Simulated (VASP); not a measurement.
Write the native input for VASP 6.6.1 that does the following.

- Task: single point
- Functional: PBE
- Potentials or basis: VASP PAW PBE potentials, release 64 (Sn_d, Cl)
- Cutoff: 500 eV
- k mesh: 18 × 18 × 18
- Occupations: fermi-dirac, width 0.15 eV
- Spin: no spin polarisation
- Dipole correction: no
- Further INCAR settings: ALGO = Normal; EDIFF = 1e-06; NBANDS = 18

The structure of SnCl lies in POSCAR:

```
SnCl
1.0
    1.7509239282      1.0108964013      4.7739353064
   -1.7509239282      1.0108964013      4.7739353064
    0.0000000000     -2.0217928025      4.7739353064
Sn Cl
1 1
Direct
    0.5000000000      0.5000000000      0.5000000000
    0.0000000000      0.0000000000      0.0000000000
```

These files were run (other wordings do the same):

INCAR

```
SYSTEM = SnCl
ALGO = Normal
EDIFF = 1E-6
ENCUT = 500
GGA = PE
GGA_COMPAT = .False.
ISIF = 2
ISMEAR = -1
LASPH = .True.
LCHARG = .False.
LREAL = .False.
LWAVE = .False.
NBANDS = 18
NELM = 120
PREC = Accurate
SIGMA = 0.15
```

KPOINTS

```
k-points
0
Gamma
  18 18 18
  0 0 0
```

Potentials or basis: VASP PAW PBE potentials, release 64 (Sn_d, Cl).

Run with:

```bash
$ cat potpaw_PBE.64/Sn_d/POTCAR potpaw_PBE.64/Cl/POTCAR > POTCAR
$ mpirun -np 1 vasp_std > vasp.out
```

It gave:

```yaml
Pressure: -0.1 GPa
Band_gap_on_the_k_mesh: zero (an odd number of electrons rules out a gap without spin polarisation)
```

Caveat: spin-orbit coupling is left out, which moves the levels of the heavy elements; an odd number of electrons without spin polarisation forces a metal; a magnetic or distorted state may lie lower.

Run time: 22 min on 1 thread of Intel Xeon 8259CL (shared host), peak memory 0.57 GiB.
